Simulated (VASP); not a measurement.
Input of a VASP 6.6.1 run:

Contents of INCAR:

```
SYSTEM = H4C
ALGO     = Normal         ! electronic algorithm
EDIFF    = 1E-7           ! SCF threshold, eV
ENCUT    = 520            ! plane-wave cutoff, eV
GGA      = PE             ! functional
ISIF     = 2              ! what is computed and relaxed
ISMEAR   = -1             ! smearing method
LASPH    = .True.         ! aspherical terms in the spheres
LCHARG   = .True.         ! write CHGCAR
LELF     = .True.         ! ELF
LREAL    = Auto         
LVHAR    = .True.       
LWAVE    = .False.        ! write WAVECAR
NBANDS   = 58             ! bands
NELM     = 80             ! most SCF steps
PREC     = Accurate       ! precision mode
SIGMA    = 0.02           ! smearing width, eV
```

KPOINTS

```
k-points
0
Gamma
  1 1 1
  0 0 0
```

POSCAR

```
H4C
1.0
    7.6834750000      0.0000000000      0.0000000000
    0.0000000000      7.6834750000      0.0000000000
    0.0000000000      0.0000000000      7.6834750000
C H
8 32
Direct
    0.1983347379      0.1952632110      0.4890365362
   -0.0007548668      0.0232837355      0.9334318131
    0.7671528833      0.6225178061     -0.0886838312
    0.5709005365      0.1504918022      0.1025968068
    0.3858150121      0.6861088245      0.2703464253
    0.9520952434      0.8138765337      0.3070485685
    0.3116949037      0.6497580847      0.7544502976
    0.6206957139     -0.0220603308      0.5954337068
    0.1943521649      0.2398003508      0.6304308923
    0.3135430258      0.2427807730      0.4301959725
    0.1025317321      0.2773354504      0.4018754535
    0.1622573120      0.0584240855      0.4934355874
   -0.0530749433     -0.1009439088      0.9437396491
    0.0431835856      0.0248975887      0.7696387377
    0.0802631622      0.0495609083      1.0332304068
   -0.1311646098      0.0787664436      0.9439478882
    0.6957789282      0.7309713378     -0.1107181321
    0.8462186706      0.6468167073      0.0248325139
    0.8618366039      0.5904750129     -0.2060265700
    0.6748639125      0.5169405770     -0.0805364760
    0.5398598941      0.0828791660     -0.0228542424
    0.6579574997      0.2689668412      0.1008658192
    0.6480791569      0.0348800510      0.1646260318
    0.4488594028      0.1697799498      0.1767689750
    0.5147800962      0.6727815214      0.1959660180
    0.4033461422      0.5534865409      0.3552298927
    0.2685243331      0.6725082075      0.2035537306
    0.3920491705      0.7883281979      0.3714204836
    0.9679214158      0.6829461930      0.2513706363
    0.8239631156      0.8862005798      0.2728452946
    1.0580368909      0.8788861811      0.2547805518
    0.9574183556      0.8229089052      0.4532974989
    0.3367486717      0.6263311848      0.8984476425
    0.3364753578      0.5406538057      0.6699052187
    0.3623750972      0.7779162423      0.6970413778
    0.1721877145      0.6709464142      0.7566107783
    0.6981476480      0.0905189384      0.5382200111
    0.6900523526     -0.0375741445      0.7237350287
    0.6525562978     -0.1305789373      0.5006588816
    0.4802904936      0.0225679136      0.5989867866
```

Potentials or basis: VASP PAW PBE potentials, release 64 (C, H).

The run is started by

```console
$ cat potpaw_PBE.64/C/POTCAR potpaw_PBE.64/H/POTCAR > POTCAR
$ mpirun -np 1 vasp_gam > vasp.out
```

(1) Predict the band gap on the k mesh.

(2) What does it give for the pressure?

Results:

(1) 6.71 eV.

(2) -0.9 GPa.

Caveat: the k points lie up to 0.82 Å⁻¹ apart; the atoms stand as in a frame of molecular dynamics.
